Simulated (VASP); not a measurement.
## Os4C: single point with PBE

The system is Os4C.

```xyz
5
Lattice="3.9421 0.0000 0.0000 0.0000 3.9421 0.0000 0.0000 0.0000 4.2291" Properties=species:S:1:pos:R:3 pbc="T T T"
Os    1.9711    0.0000    4.0539
Os    1.9711    1.9711    2.2689
Os    0.0000    1.9711    4.0539
Os    0.0000    0.0000    1.9604
C     1.9711    1.9711    0.3528
```

* Program: VASP 6.6.1
* Task: single point
* Functional: PBE
* Potentials or basis: VASP PAW PBE potentials, release 64 (Os, C)
* Cutoff: 520 eV
* k mesh: 10 × 10 × 10
* Occupations: gaussian, width 0.1 eV
* Spin: no spin polarisation

```json
{"Pressure": "1.4 GPa", "Largest force": "0.157 eV/Å", "Band gap on the k mesh": "zero (bands 18 and 19 overlap by 2.12 eV)"}
```

Forces on the atoms (eV/Å):
```
Os   0.000  0.000 -0.066
Os   0.000  0.000  0.157
Os   0.000  0.000 -0.066
Os   0.000  0.000 -0.003
C    0.000  0.000 -0.022
```

Stress tensor (GPa, compression positive):
```
1.24 0.00 0.00
0.00 1.24 0.00
0.00 0.00 1.67
```

Levels at points of the mesh, in eV from the Fermi level:
```tsv
k point	band 14	band 15	band 16	band 17	band 18	band 19	band 20	band 21	band 22	band 23
(0.00, 0.00, 0.00)	-0.78	-0.31	1.00	1.14	1.26	1.26	1.36	1.89	1.89	1.98
(0.50, 0.00, 0.00)	-1.85	-1.66	-1.55	-1.24	-0.98	-0.85	0.39	1.14	1.89	2.06
(0.50, 0.50, 0.00)	-3.04	-2.45	-1.61	-1.00	-0.76	-0.76	-0.40	-0.14	2.63	2.63
(0.00, 0.00, 0.50)	-1.53	-1.53	-1.48	-1.35	-1.35	-0.42	1.19	1.98	2.41	2.66
(0.50, 0.00, 0.50)	-2.97	-2.00	-1.60	-1.20	-0.77	-0.45	-0.37	1.39	1.57	2.21
(0.50, 0.50, 0.50)	-0.89	-0.89	-0.78	-0.29	0.44	0.44	1.11	1.35	1.35	1.37
```

Wall time 2.1 min on 1 thread of Intel(R) Xeon(R) Platinum 8488C (Sapphire Rapids), on a shared host, peak memory 0.3 GiB.

Caveat: spin-orbit coupling is left out, which moves the levels of the heavy elements.
